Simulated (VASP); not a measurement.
# AgCl (rocksalt type) in VASP: notebook

AgCl (rocksalt type) is run at these levels: PBE; tasks: electric field gradients.

Everything below comes from runs of VASP 6.6.1. Logs are shortened: lines on timing, memory, paths and dates and some standing lists are left out, and cuts for length are marked.

## 1. The cell of the first run

Symmetry: R-3m, No. 166, trigonal system. The conventional cell has a = 3.997 Å, b = 3.997 Å, c = 9.572 Å, α = 90.00°, β = 90.00°, γ = 120.00°. Within 3.7 Å of Ag (site symmetry -3m) lie 6 Cl at 2.81 Å. Cl (site symmetry -3m) has 6 Ag at 2.81 Å within 3.7 Å.

## 2. Electric field gradients, PBE (equal xy, yz and zx shear strains of -1.5 %)

INCAR reads:

```
PREC = Accurate
ENCUT = 520
EDIFF = 1E-8
ISMEAR = -1
SIGMA = 0.08
LREAL = False
LASPH = True
NELM = 80
ALGO = Normal
ISIF = 2
LWAVE = False
LCHARG = False
GGA = PE
LEFG = True
NBANDS = 16
```

KPOINTS reads:

```
regular mesh
0
Gamma
  12 12 12
```

POSCAR reads:

```
AgCl
1.0
   -0.0420780594      2.7841649308      2.7841649308
    2.7841649308     -0.0420780594      2.7841649308
    2.7841649308      2.7841649308     -0.0420780594
Ag Cl
1 1
Direct
    0.0000000000      0.0000000000      0.0000000000
    0.5000000000      0.5000000000      0.5000000000
```

Potentials or basis: VASP PAW PBE potentials, release 64 (Ag, Cl).

On the command line:

```
$ cat potpaw_PBE.64/Ag/POTCAR potpaw_PBE.64/Cl/POTCAR > POTCAR
$ mpirun -np 1 vasp_std > vasp.out
```

OUTCAR:

```text
PREC = Accurate
   ENCUT = 520
   EDIFF = 1E-8
   ISMEAR = -1
   LREAL = False
   LASPH = True
   NELM = 80
   ISIF = 2
   GGA = PE

 ion  position               nearest neighbor table
   1  0.000  0.000  0.000-   2 2.81   2 2.81   2 2.81   2 2.81   2 2.81   2 2.81
   2  0.500  0.500  0.500-   1 2.81   1 2.81   1 2.81   1 2.81   1 2.81   1 2.81

  LATTYP: Found a trigonal (rhomboedric) cell.
 ALAT       =     3.9376286375
 COS(alpha) =     0.4848312789

  Lattice vectors:

 A1 = (  -0.0420780594,   2.7841649308,   2.7841649308)
 A2 = (   2.7841649308,  -0.0420780594,   2.7841649308)
 A3 = (   2.7841649308,   2.7841649308,  -0.0420780594)

Analysis of symmetry for initial positions (statically):
=====================================================================
 Subroutine PRICEL returns:
 Original cell was already a primitive cell.

 Routine SETGRP: Setting up the symmetry group for a
 trigonal (rhombohedral) supercell.

 Subroutine GETGRP returns: Found 12 space group operations
 (whereof 12 operations were pure point group operations)
 out of a pool of 12 trial point group operations.

The static configuration has the point symmetry D_3d.

Analysis of symmetry for dynamics (positions and initial velocities):
=====================================================================
 Subroutine PRICEL returns:
 Original cell was already a primitive cell.

 Routine SETGRP: Setting up the symmetry group for a
 trigonal (rhombohedral) supercell.

 Subroutine GETGRP returns: Found 12 space group operations
 (whereof 12 operations were pure point group operations)
 out of a pool of 12 trial point group operations.

The dynamic configuration has the point symmetry D_3d.

 Subroutine INISYM returns: Found 12 space group operations
 (whereof 12 operations are pure point group operations),
 and found     1 'primitive' translations

----------------------------------------------------------------------------------------

                                     Primitive cell

  volume of cell :      44.1418

  direct lattice vectors                    reciprocal lattice vectors
    -0.042078059  2.784164931  2.784164931    -0.175566254  0.178260365  0.178260365
     2.784164931 -0.042078059  2.784164931     0.178260365 -0.175566254  0.178260365
[... 117 lines left out ...]
  energy-cutoff  :      520.00
  volume of cell :       44.14
 maximum number of plane-waves:      1217
 NGX is ok and might be reduce to    30
   NGX = 15   NGY = 15   NGZ = 15

 number of electron      17.9999997 magnetization

 Free energy of the ion-electron system (eV)
  ---------------------------------------------------
  ext. energy  EPLUGINS =         0.00000000
  ---------------------------------------------------
  free energy    TOTEN  =        -5.40071077 eV

  energy without entropy =       -5.40066421  energy(sigma->0) =       -5.40068749

 E-fermi :   4.0261     XC(G=0):  -9.7865

 val. band max:        3.4040841098   @ k =   0.5000   0.5000   0.5000
 cond. band min:       4.3074668780   @ k =   0.0000   0.0000   0.0000
 fundamental gap:      0.9033827682
 Fermi energy:         4.0261019458

 k-point     1 :       0.0000    0.0000    0.0000
  band No.  band energies     occupation
      1     -11.5322      2.00000
      2       1.0694      2.00000
      3       1.0694      2.00000
      4       1.1029      2.00000
      5       1.1246      2.00000
      6       1.1246      2.00000
[... 433 lines left out ...]
      3      -0.4894      2.00000
      4      -0.4410      2.00000
      5       1.3721      2.00000
      6       1.4120      2.00000
[... 8 lines left out ...]
     15      16.7174      0.00000
     16      17.9338      0.00000

 [... further k-points ...]
[... 5 lines left out ...]
  --------------------------------------------------------------------------------------
  -------------------------------------------------------------------------------------
  Total       -0.0289161     -0.0289161     -0.0289161      0.0256502      0.0256502      0.0256502
  in kB       -1.0495426     -1.0495426     -1.0495426      0.9310035      0.9310035      0.9310035
  external PRESSURE =      -1.0495426 kB  Pullay stress =       0.0000000 kB

 VOLUME and BASIS-vectors are now :
 -----------------------------------------------------------------------------
  energy-cutoff  :      520.00
  volume of cell :       44.14
      direct lattice vectors                 reciprocal lattice vectors
    -0.042078059  2.784164931  2.784164931    -0.175566254  0.178260365  0.178260365
     2.784164931 -0.042078059  2.784164931     0.178260365 -0.175566254  0.178260365
     2.784164931  2.784164931 -0.042078059     0.178260365  0.178260365 -0.175566254

 POSITION                                       TOTAL-FORCE (eV/Angst)
 -----------------------------------------------------------------------------------
      0.00000      0.00000      0.00000         0.000000      0.000000     -0.000000
      2.76313      2.76313      2.76313        -0.000000     -0.000000      0.000000
 -----------------------------------------------------------------------------------
    total drift:                               -0.000000      0.000000      0.000000

  FREE ENERGIE OF THE ION-ELECTRON SYSTEM (eV)
  ---------------------------------------------------
  free  energy   TOTEN  =        -5.4007107724 eV

  energy  without entropy=       -5.4006642107  energy(sigma->0) =       -5.40068749

 Electric field gradients (V/A^2)
---------------------------------------------------------------------
 ion       V_xx      V_yy      V_zz      V_xy      V_xz      V_yz
---------------------------------------------------------------------
   1       0.000     0.000    -0.000     1.547     1.547     1.547
   2       0.000     0.000    -0.000    -3.185    -3.185    -3.185
---------------------------------------------------------------------

 Electric field gradients after diagonalization (V/A^2)
 (convention: |V_zz| > |V_xx| > |V_yy|)
----------------------------------------------------------------------
 ion       V_xx      V_yy      V_zz     asymmetry (V_yy - V_xx)/ V_zz
----------------------------------------------------------------------
   1      -1.547    -1.547     3.093       0.000
   2       3.185     3.185    -6.369       0.000
----------------------------------------------------------------------

           NMR quadrupolar parameters

 Cq : quadrupolar parameter    Cq=e*Q*V_zz/h
 eta: asymmetry parameters     (V_yy - V_xx)/ V_zz
 Q  : nuclear electric quadrupole moment in mb (millibarn)
----------------------------------------------------------------------
 ion       Cq(MHz)       eta       Q (mb)
----------------------------------------------------------------------
   1       0.007       0.000       1.000
   2      -0.015       0.000       1.000
----------------------------------------------------------------------
```

It took 4.9 min on 1 thread of AMD EPYC 7R13, shared host; peak memory 0.24 GiB.

What came out:

```yaml
Free_energy: -5.4007 eV
Pressure: -0.1 GPa
Band_gap_on_the_k_mesh: 0.90 eV, indirect (least direct gap 2.95 eV)
```

Levels at points of the mesh, in eV from the valence-band top:
```tsv
k point	band 5	band 6	band 7	band 8	band 9	band 10	band 11	band 12	band 13	band 14
(0.00, 0.00, 0.00)	-2.28	-2.28	-2.23	-2.23	-2.13	0.90	10.77	10.77	11.03	12.39
(0.50, 0.00, 0.00)	-2.00	-1.98	-1.70	-0.04	-0.01	4.34	6.30	7.69	7.86	13.49
(0.50, 0.50, 0.00)	-2.62	-2.11	-1.88	-1.87	-1.81	2.42	8.06	8.50	11.25	11.40
(0.50, 0.50, 0.50)	-1.97	-1.97	-1.66	0.00	0.00	4.25	6.43	7.57	7.57	13.32
```

Electric field gradients, principal values (V/Å²):
```tsv
atom	least	middle	greatest (by size)
1 Ag	-1.547	-1.547	3.093
2 Cl	3.185	3.185	-6.369
```

Caveat: the cell differs from its parent crystal (equal xy, yz and zx shear strains of -1.5 %); without QUAD_EFG the Cq values of the log hold for a quadrupole moment of 1 mb, not for the nuclei. A k mesh can miss the band edges.

## 3. Electric field gradients, PBE (atom 1 (Ag) moved by [0.035355, 0.035355, 0.0] A)

INCAR reads:

```
SYSTEM = AgCl
  ALGO = Normal
  EDIFF = 1E-8
  ENCUT = 520
  GGA = PE
  ISIF = 2
  ISMEAR = -1
  LASPH = .TRUE.
  LCHARG = .FALSE.
  LEFG = .TRUE.
  LREAL = .FALSE.
  LWAVE = .FALSE.
  NBANDS = 16
  NELM = 60
  PREC = Accurate
  SIGMA = 0.08
```

KPOINTS reads:

```
k-points
0
G
  12 12 12
  0 0 0
```

POSCAR reads:

```
AgCl
1.0
    0.0000000000      2.8052039605      2.8052039605
    2.8052039605      0.0000000000      2.8052039605
    2.8052039605      2.8052039605      0.0000000000
Ag Cl
1 1
Direct
    0.0000000000      0.0000000000      0.0126033616
    0.5000000000      0.5000000000      0.5000000000
```

Potentials or basis: VASP PAW PBE potentials, release 64 (Ag, Cl).

On the command line:

```
$ cat potpaw_PBE.64/Ag/POTCAR potpaw_PBE.64/Cl/POTCAR > POTCAR
$ mpirun -np 1 vasp_std > vasp.out
```

OUTCAR:

```text
SYSTEM = AgCl
   EDIFF = 1E-8
   ENCUT = 520
   GGA = PE
   ISIF = 2
   ISMEAR = -1
   LASPH = .TRUE.
   LREAL = .FALSE.
   NELM = 60
   PREC = Accurate

 ion  position               nearest neighbor table
   1  0.000  0.000  0.013-   2 2.77   2 2.77   2 2.81   2 2.81   2 2.84   2 2.84
   2  0.500  0.500  0.500-   1 2.77   1 2.77   1 2.81   1 2.81   1 2.84   1 2.84

  LATTYP: Found a face centered cubic cell.
 ALAT       =     5.6104079210

  Lattice vectors:

 A1 = (   0.0000000000,   2.8052039605,   2.8052039605)
 A2 = (   2.8052039605,   0.0000000000,   2.8052039605)
 A3 = (   2.8052039605,   2.8052039605,   0.0000000000)

Analysis of symmetry for initial positions (statically):
=====================================================================
 Subroutine PRICEL returns:
 Original cell was already a primitive cell.

 Routine SETGRP: Setting up the symmetry group for a
 face centered cubic supercell.

 Subroutine GETGRP returns: Found  4 space group operations
 (whereof  4 operations were pure point group operations)
 out of a pool of 48 trial point group operations.

The static configuration has the point symmetry C_2v.

Analysis of symmetry for dynamics (positions and initial velocities):
=====================================================================
 Subroutine PRICEL returns:
 Original cell was already a primitive cell.

 Routine SETGRP: Setting up the symmetry group for a
 face centered cubic supercell.

 Subroutine GETGRP returns: Found  4 space group operations
 (whereof  4 operations were pure point group operations)
 out of a pool of 48 trial point group operations.

The dynamic configuration has the point symmetry C_2v.

[... 151 lines left out ...]
 Fermi energy:         4.0251718112

 k-point     1 :       0.0000    0.0000    0.0000
  band No.  band energies     occupation
      1     -11.5353      2.00000
      2       1.0027      2.00000
      3       1.0069      2.00000
      4       1.0280      2.00000
      5       1.0812      2.00000
      6       1.1054      2.00000
[... 433 lines left out ...]
      3      -0.2875      2.00000
      4      -0.1482      2.00000
      5       1.2410      2.00000
      6       1.3452      2.00000
[... 8 lines left out ...]
     15      16.6064      0.00000
     16      16.7090      0.00000

 [... further k-points ...]
[... 5 lines left out ...]
  --------------------------------------------------------------------------------------
  -------------------------------------------------------------------------------------
  Total       -0.0137029     -0.0137029     -0.0269389     -0.0039947      0.0000000      0.0000000
  in kB       -0.4972774     -0.4972774     -0.9776137     -0.1449667      0.0000000      0.0000000
  external PRESSURE =      -0.6573895 kB  Pullay stress =       0.0000000 kB

 VOLUME and BASIS-vectors are now :
 -----------------------------------------------------------------------------
  energy-cutoff  :      520.00
  volume of cell :       44.15
      direct lattice vectors                 reciprocal lattice vectors
     0.000000000  2.805203961  2.805203961    -0.178240159  0.178240159  0.178240159
     2.805203961  0.000000000  2.805203961     0.178240159 -0.178240159  0.178240159
     2.805203961  2.805203961  0.000000000     0.178240159  0.178240159 -0.178240159

 POSITION                                       TOTAL-FORCE (eV/Angst)
 -----------------------------------------------------------------------------------
      0.03535      0.03535      0.00000        -0.029127     -0.029127     -0.000000
      2.80520      2.80520      2.80520         0.029127      0.029127      0.000000
 -----------------------------------------------------------------------------------
    total drift:                               -0.000135     -0.000135      0.000000

  FREE ENERGIE OF THE ION-ELECTRON SYSTEM (eV)
  ---------------------------------------------------
  free  energy   TOTEN  =        -5.4002591427 eV

  energy  without entropy=       -5.4002136578  energy(sigma->0) =       -5.40023640

 Electric field gradients (V/A^2)
---------------------------------------------------------------------
 ion       V_xx      V_yy      V_zz      V_xy      V_xz      V_yz
---------------------------------------------------------------------
   1      -0.221    -0.221     0.442     0.422     0.001     0.001
   2       0.079     0.079    -0.159    -0.149    -0.000    -0.000
---------------------------------------------------------------------

 Electric field gradients after diagonalization (V/A^2)
 (convention: |V_zz| > |V_xx| > |V_yy|)
----------------------------------------------------------------------
 ion       V_xx      V_yy      V_zz     asymmetry (V_yy - V_xx)/ V_zz
----------------------------------------------------------------------
   1       0.442     0.201    -0.643       0.375
   2      -0.159    -0.070     0.228       0.388
----------------------------------------------------------------------

           NMR quadrupolar parameters

 Cq : quadrupolar parameter    Cq=e*Q*V_zz/h
 eta: asymmetry parameters     (V_yy - V_xx)/ V_zz
 Q  : nuclear electric quadrupole moment in mb (millibarn)
----------------------------------------------------------------------
 ion       Cq(MHz)       eta       Q (mb)
----------------------------------------------------------------------
   1      -0.002       0.375       1.000
   2       0.001       0.388       1.000
----------------------------------------------------------------------
```

OSZICAR:

```text
N       E                     dE             d eps       ncg     rms          rms(c)
DAV:   1     0.993787881075E+02    0.99379E+02   -0.86095E+03  9184   0.101E+03
DAV:   2    -0.187699995418E+01   -0.10126E+03   -0.93561E+02 11232   0.221E+02
DAV:   3    -0.556465302080E+01   -0.36877E+01   -0.36790E+01 11376   0.442E+01
DAV:   4    -0.559073084653E+01   -0.26078E-01   -0.26076E-01 11344   0.400E+00
DAV:   5    -0.559108903217E+01   -0.35819E-03   -0.35818E-03 11240   0.464E-01    0.561E+00
DAV:   6    -0.540477320681E+01    0.18632E+00   -0.25369E-01 11496   0.644E+00    0.366E+00
DAV:   7    -0.540076401672E+01    0.40092E-02   -0.96734E-02 11208   0.207E+00    0.189E+00
DAV:   8    -0.540009892183E+01    0.66509E-03   -0.49515E-03 10960   0.719E-01    0.306E-01
DAV:   9    -0.540018086483E+01   -0.81943E-04   -0.50298E-04 11296   0.291E-01    0.434E-02
DAV:  10    -0.540025449320E+01   -0.73628E-04   -0.11412E-04 10992   0.926E-02    0.316E-02
DAV:  11    -0.540025919503E+01   -0.47018E-05   -0.51090E-06 11696   0.158E-02    0.394E-03
DAV:  12    -0.540025915537E+01    0.39666E-07   -0.22272E-07 10096   0.431E-03    0.264E-03
DAV:  13    -0.540025916454E+01   -0.91698E-08   -0.12076E-07 11488   0.307E-03    0.116E-03
DAV:  14    -0.540025913382E+01    0.30713E-07   -0.11218E-08  8608   0.718E-04    0.193E-04
DAV:  15    -0.540025914269E+01   -0.88644E-08   -0.75032E-10  5824   0.249E-04
   1 F= -.54002591E+01 E0= -.54002364E+01  d E =-.454849E-04
```

stdout:

```text
POSCAR found type information on POSCAR AgCl
 POSCAR found :  2 types and       2 ions
 scaLAPACK will be used
 LDA part: xc-table for (Slater+PW92), standard interpolation
 POSCAR, INCAR and KPOINTS ok, starting setup
 FFT: planning ... GRIDC
 FFT: planning ... GRID_SOFT
 FFT: planning ... GRID
 WAVECAR not read
 entering main loop
ion   1

ion   2
```

It took 7.9 min on 1 thread of AMD EPYC 7R13, shared host; peak memory 0.3 GiB.

Results:

```
Free energy            : -5.4003 eV
Pressure               : -0.1 GPa
Largest force          : 0.041 eV/Å
Band gap on the k mesh : 0.92 eV, indirect (least direct gap 2.94 eV)
```

Forces on the atoms (eV/Å):
```
Ag  -0.029 -0.029  0.000
Cl   0.029  0.029  0.000
```

Electric field gradients, principal values (V/Å²):
```
atom   least  middle  greatest (by size)
1 Ag   0.201   0.442              -0.643
2 Cl  -0.070  -0.159               0.228
```

Caveat: the cell differs from its parent crystal (atom 1 (Ag) moved by [0.035355, 0.035355, 0.0] A); without QUAD_EFG the Cq values of the log hold for a quadrupole moment of 1 mb, not for the nuclei.

(Continued in part 2 of 2.)
